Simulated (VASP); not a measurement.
# Ti (Fm-3m) in VASP: notebook

The runs below take Ti through electric field gradients, with LDA.

Everything below comes from runs of VASP 6.6.1. Logs are shortened: lines on timing, memory, paths and dates and some standing lists are left out, and cuts for length are marked.

## 1. The cell of the first run

The structure is cubic, space group Fm-3m (No. 225). The conventional cell has a = 3.977 Å, b = 3.977 Å, c = 3.977 Å, α = 90.00°, β = 90.00°, γ = 90.00°. Within 3.7 Å of Ti (site symmetry m-3m) lie 12 Ti at 2.81 Å.

## 2. Electric field gradients, LDA (volume scaled by 0.94)

Contents of INCAR:

```
SYSTEM = Ti
  ALGO = Normal
  EDIFF = 1E-8
  ENCUT = 400
  GGA = CA
  GGA_COMPAT = .FALSE.
  ISIF = 2
  ISMEAR = -1
  LASPH = .TRUE.
  LCHARG = .FALSE.
  LEFG = .TRUE.
  LREAL = .FALSE.
  LWAVE = .FALSE.
  NBANDS = 12
  NELM = 120
  PREC = Accurate
  SIGMA = 0.05
```

Contents of KPOINTS:

```
k-points
0
G
  15 15 15
  0 0 0
```

Contents of POSCAR:

```
Ti
1.0
    0.0000000000      1.9885598007      1.9885598007
    1.9885598007      0.0000000000      1.9885598007
    1.9885598007      1.9885598007      0.0000000000
Ti
1
Direct
    0.0000000000      0.0000000000      0.0000000000
```

Potentials or basis: VASP PAW LDA potentials, release 64 (Ti_sv).

The run is started by

```sh
> cat potpaw_LDA.64/Ti_sv/POTCAR > POTCAR
> mpirun -np 1 vasp_std > vasp.out
```

OUTCAR:

```text
SYSTEM = Ti
   EDIFF = 1E-8
   ENCUT = 400
   GGA = CA
   ISIF = 2
   ISMEAR = -1
   LASPH = .TRUE.
   LREAL = .FALSE.
   NELM = 120
   PREC = Accurate

 ion  position               nearest neighbor table
   1  0.000  0.000  0.000-

  LATTYP: Found a face centered cubic cell.
 ALAT       =     3.9771196014

  Lattice vectors:

 A1 = (   0.0000000000,   1.9885598007,   1.9885598007)
 A2 = (   1.9885598007,   0.0000000000,   1.9885598007)
 A3 = (   1.9885598007,   1.9885598007,   0.0000000000)

Analysis of symmetry for initial positions (statically):
=====================================================================
 Subroutine PRICEL returns:
 Original cell was already a primitive cell.

 Routine SETGRP: Setting up the symmetry group for a
 face centered cubic supercell.

 Subroutine GETGRP returns: Found 48 space group operations
 (whereof 48 operations were pure point group operations)
 out of a pool of 48 trial point group operations.

The static configuration has the point symmetry O_h .

Analysis of symmetry for dynamics (positions and initial velocities):
=====================================================================
 Subroutine PRICEL returns:
 Original cell was already a primitive cell.

 Routine SETGRP: Setting up the symmetry group for a
 face centered cubic supercell.

 Subroutine GETGRP returns: Found 48 space group operations
 (whereof 48 operations were pure point group operations)
 out of a pool of 48 trial point group operations.

The dynamic configuration has the point symmetry O_h .

 Subroutine INISYM returns: Found 48 space group operations
 (whereof 48 operations are pure point group operations),
 and found     1 'primitive' translations

----------------------------------------------------------------------------------------

                                     Primitive cell

  volume of cell :      15.7270

  direct lattice vectors                    reciprocal lattice vectors
     0.000000000  1.988559801  1.988559801    -0.251438252  0.251438252  0.251438252
     1.988559801  0.000000000  1.988559801     0.251438252 -0.251438252  0.251438252
     1.988559801  1.988559801  0.000000000     0.251438252  0.251438252 -0.251438252

  length of vectors
     2.812248240  2.812248240  2.812248240     0.435503827  0.435503827  0.435503827

  position of ions in fractional coordinates (direct lattice)
     0.000000000  0.000000000  0.000000000

  ion indices of the primitive-cell ions
   primitive index   ion index
                 1           1

----------------------------------------------------------------------------------------

 KPOINTS: k-points

Automatic generation of k-mesh.
 Grid dimensions read from file:
 generate k-points for:   15   15   15

 Generating k-lattice:

  Cartesian coordinates                     Fractional coordinates (reciprocal lattice)
    -0.016762550  0.016762550  0.016762550     0.066666667  0.000000000  0.000000000
     0.016762550 -0.016762550  0.016762550     0.000000000  0.066666667  0.000000000
     0.016762550  0.016762550 -0.016762550     0.000000000  0.000000000  0.066666667

  Length of vectors
     0.029033588  0.029033588  0.029033588

  Shift w.r.t. Gamma in fractional coordinates (k-lattice)
     0.000000000  0.000000000  0.000000000

 Subroutine IBZKPT returns following result:
 ===========================================

 Found    120 irreducible k-points:

 Following reciprocal coordinates:
            Coordinates               Weight
  0.000000  0.000000  0.000000      1.000000
  0.066667  0.000000  0.000000      8.000000
  0.133333  0.000000  0.000000      8.000000
  0.200000  0.000000  0.000000      8.000000
  0.266667  0.000000  0.000000      8.000000
  0.333333  0.000000  0.000000      8.000000
[... 16 lines left out ...]
  0.133333  0.133333  0.000000      6.000000
  0.200000  0.133333  0.000000     24.000000
 [... further k-points ...]
   k-points           NKPTS =    120   k-points in BZ     NKDIM =    120   number of bands    NBANDS=     12
   number of dos      NEDOS =    301   number of ions     NIONS =      1
   total plane-waves  NPLWV =   5832
   dimension x,y,z NGX =    18 NGY =   18 NGZ =   18
   dimension x,y,z NGXF=    36 NGYF=   36 NGZF=   36
   ions per type =               1
   NGX,Y,Z   is equivalent  to a cutoff of  10.64, 10.64, 10.64 a.u.
   NGXF,Y,Z  is equivalent  to a cutoff of  21.28, 21.28, 21.28 a.u.
 SYSTEM =  Ti
   PREC   = accura    normal or accurate (medium, high low for compatibility)
   ISTART =      0    job   : 0-new  1-cont  2-samecut
   ICHARG =      2    charge: 1-file 2-atom 10-const
   ISPIN  =      1    spin polarized calculation?
   LNONCOLLINEAR =      F non collinear calculations
   LSORBIT =      F    spin-orbit coupling
   LASPH  =      T    aspherical Exc in radial PAW
   ENCUT  =  400.0 eV  29.40 Ry    5.42 a.u.   4.59  4.59  4.59*2*pi/ulx,y,z
   NELM   =    120;   NELMIN=  2; NELMDL= -5     # of ELM steps
   EDIFF  = 0.1E-07   stopping-criterion for ELM
   LREAL  =      F    real-space projection
   EDIFFG = 0.1E-06   stopping-criterion for IOM
   NSW    =      0    number of steps for IOM
   IBRION =     -1    ionic relax: 0-MD 1-quasi-New 2-CG
   NFREE  =      0    steps in history (QN), initial steepest desc. (CG)
   ISIF   =      2    stress and relaxation
   ISYM   =      2    0-nonsym 1-usesym 2-fastsym
   POTIM  = 0.5000    time-step for ionic-motion
   TEBEG  =    0.0;   TEEND  =   0.0 temperature during run
   PSTRESS=    0.0 pullay stress
   NELECT =      12.0000    total number of electrons
   NUPDOWN=      -1.0000    fix difference up-down
   EMIN   =  10.00;   EMAX   =-10.00  energy-range for DOS
   EFERMI =   0.00;   METHOD = LEGACY
   ISMEAR =    -1;   SIGMA  =   0.05  broadening in eV -4-tet -1-fermi 0-gaus
   EFERMI_NEDOS =   21; number of points for ismear=-14 and -15
   IALGO  =     38    algorithm
   IMIX   =      4    mixing-type and parameters
     AMIX     =   0.40;   BMIX     =  1.00
     AMIX_MAG =   1.60;   BMIX_MAG =  1.00
  volume/ion in A,a.u.               =      15.73       106.13
  Fermi-wavevector in a.u.,A,eV,Ry     =   1.495960  2.826954 30.448420  2.237896
  Thomas-Fermi vector in A             =   2.608038
   LORBIT       =      0    0 simple, 1 ext, 2 COOP (PROOUT), +10 PAW based schemes
   GGA     = CA    functional components
   LHFCALC =     F    Hartree Fock is set to
   AEXX    =    0.0000 exact exchange contribution
   IVDW    =     0    specifies the selected vdW correction
   LEPSILON=     F    determine dielectric tensor
   LRPA    =     F    only Hartree local field effects (RPA)
 non-spin polarized calculation
  energy-cutoff  :      400.00
  volume of cell :       15.73
 maximum number of plane-waves:       297
   NGX =  9   NGY =  9   NGZ =  9

 number of electron      12.0000007 magnetization

 Free energy of the ion-electron system (eV)
  ---------------------------------------------------
  ext. energy  EPLUGINS =         0.00000000
  ---------------------------------------------------
  free energy    TOTEN  =        -8.49637674 eV

  energy without entropy =       -8.48273290  energy(sigma->0) =       -8.48955482

 E-fermi :   9.0953     XC(G=0): -12.2683

 val. band max:        9.0890609819   @ k =   0.2000   0.1333   0.0000
 cond. band min:       9.0958148259   @ k =  -0.4667   0.2667   0.1333
 fundamental gap:      0.0067538440
 Fermi energy:         9.0953433809

 k-point     1 :       0.0000    0.0000    0.0000
  band No.  band energies     occupation
      1     -46.7762      2.00000
      2     -22.8740      2.00000
      3     -22.8740      2.00000
      4     -22.8740      2.00000
      5       2.8882      2.00000
      6       9.9836      0.00000
      7       9.9836      0.00000
      8       9.9836      0.00000
      9      11.8262      0.00000
     10      11.8262      0.00000
     11      24.9780      0.00000
     12      29.8685      0.00000

 k-point     2 :       0.0667    0.0000    0.0000
  band No.  band energies     occupation
      1     -46.7682      2.00000
      2     -22.9169      2.00000
      3     -22.8792      2.00000
      4     -22.8792      2.00000
      5       3.0455      2.00000
      6       9.8828      0.00000
      7      10.0429      0.00000
      8      10.0429      0.00000
      9      11.7865      0.00000
     10      11.7865      0.00000
     11      25.1388      0.00000
     12      28.7516      0.00000
[... 316 lines left out ...]
 k-point    24 :       0.2000    0.1333    0.0000
  band No.  band energies     occupation
      1     -46.7093      2.00000
      2     -23.1463      2.00000
      3     -22.9571      2.00000
      4     -22.9496      2.00000
      5       4.2063      2.00000
      6       9.0891      1.06274
      7      10.4808      0.00000
      8      10.5642      0.00000
      9      11.0890      0.00000
     10      12.1139      0.00000
     11      25.8381      0.00000
     12      26.4752      0.00000

 [... further k-points ...]

------------------------ aborting loop because EDIFF is reached ----------------------------------------

  FORCE on cell =-STRESS in cart. coord.  units (eV):
  Direction    XX          YY          ZZ          XY          YZ          ZX
  --------------------------------------------------------------------------------------
  -------------------------------------------------------------------------------------
  Total        0.1392009      0.1392009      0.1392009     -0.0000000     -0.0000000      0.0000000
  in kB       14.1809973     14.1809973     14.1809973     -0.0000000     -0.0000000      0.0000000
  external PRESSURE =      14.1809973 kB  Pullay stress =       0.0000000 kB

 VOLUME and BASIS-vectors are now :
 -----------------------------------------------------------------------------
  energy-cutoff  :      400.00
  volume of cell :       15.73
      direct lattice vectors                 reciprocal lattice vectors
     0.000000000  1.988559801  1.988559801    -0.251438252  0.251438252  0.251438252
     1.988559801  0.000000000  1.988559801     0.251438252 -0.251438252  0.251438252
     1.988559801  1.988559801  0.000000000     0.251438252  0.251438252 -0.251438252

 POSITION                                       TOTAL-FORCE (eV/Angst)
 -----------------------------------------------------------------------------------
      0.00000      0.00000      0.00000         0.000000      0.000000      0.000000
 -----------------------------------------------------------------------------------
    total drift:                               -0.000000     -0.000000      0.000000

  FREE ENERGIE OF THE ION-ELECTRON SYSTEM (eV)
  ---------------------------------------------------
  free  energy   TOTEN  =        -8.4963767356 eV

  energy  without entropy=       -8.4827328977  energy(sigma->0) =       -8.48955482

 Electric field gradients (V/A^2)
---------------------------------------------------------------------
 ion       V_xx      V_yy      V_zz      V_xy      V_xz      V_yz
---------------------------------------------------------------------
   1       0.000     0.000     0.000    -0.000    -0.000    -0.000
---------------------------------------------------------------------

 Electric field gradients after diagonalization (V/A^2)
 (convention: |V_zz| > |V_xx| > |V_yy|)
----------------------------------------------------------------------
 ion       V_xx      V_yy      V_zz     asymmetry (V_yy - V_xx)/ V_zz
----------------------------------------------------------------------
   1       0.000     0.000    -0.001       0.000
----------------------------------------------------------------------

           NMR quadrupolar parameters

 Cq : quadrupolar parameter    Cq=e*Q*V_zz/h
 eta: asymmetry parameters     (V_yy - V_xx)/ V_zz
 Q  : nuclear electric quadrupole moment in mb (millibarn)
----------------------------------------------------------------------
 ion       Cq(MHz)       eta       Q (mb)
----------------------------------------------------------------------
   1      -0.000       0.000       1.000
----------------------------------------------------------------------
```

Wall time 7.2 s (1 thread of Intel Xeon 6975P-C (Granite Rapids), shared host); peak memory 0.12 GiB.

What came out:

```
Free energy            : -8.4964 eV
Pressure               : 1.4 GPa
Band gap on the k mesh : zero (band 6 reaches 9.98 eV, above the bottom of band 7 at 8.75 eV)
```

Caveat: without QUAD_EFG the Cq values of the log hold for a quadrupole moment of 1 mb, not for the nuclei.

(Part 1 of 2 ends here.)
